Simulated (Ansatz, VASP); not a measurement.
**One calculation of La5O, two programs**

```xyz
6
Lattice="5.3892 0.0000 0.0000 -2.6946 4.6672 0.0000 0.0000 0.0000 6.5045" Properties=species:S:1:pos:R:3 pbc="T T T"
La    0.0000    0.0000    3.2523
La    0.0000    3.1115    5.0029
La    2.6946    1.5557    5.0029
La    2.6946    1.5557    1.5017
La    0.0000    3.1115    1.5017
O     0.0000    0.0000    0.0000
```

Alike in both runs: functional PBE; k mesh 6 × 6 × 2; occupations gaussian, width 0.1 eV; no spin polarisation.

Ansatz relaxed the structure, and its values are those at the end. VASP's run is a single point on that final structure, the one shown.

```csv
,VASP,Ansatz
version,VASP 6.6.1,Ansatz 0.2.0
potentials or method,"VASP PAW PBE potentials, release 64 (La, O), cutoff 520 eV","scalar-relativistic, plane waves, PAW"
valence electrons in the cell,61,61
```

VASP gave:

* gap on the k mesh at the Fermi level (eV): none
* pressure (GPa): 0.3
* rms of the force components (eV/Å): 0.014

Problem. Estimate Ansatz's values.

Solution. gap on the k mesh at the Fermi level (eV): none; pressure (GPa): 0.3; rms of the force components (eV/Å): 0.013.

A gap of «none» marks a metal or a gap that the smearing closes.

The k mesh is coarse, so the values compare programs but aren't converged. Neither program's run includes spin-orbit coupling.
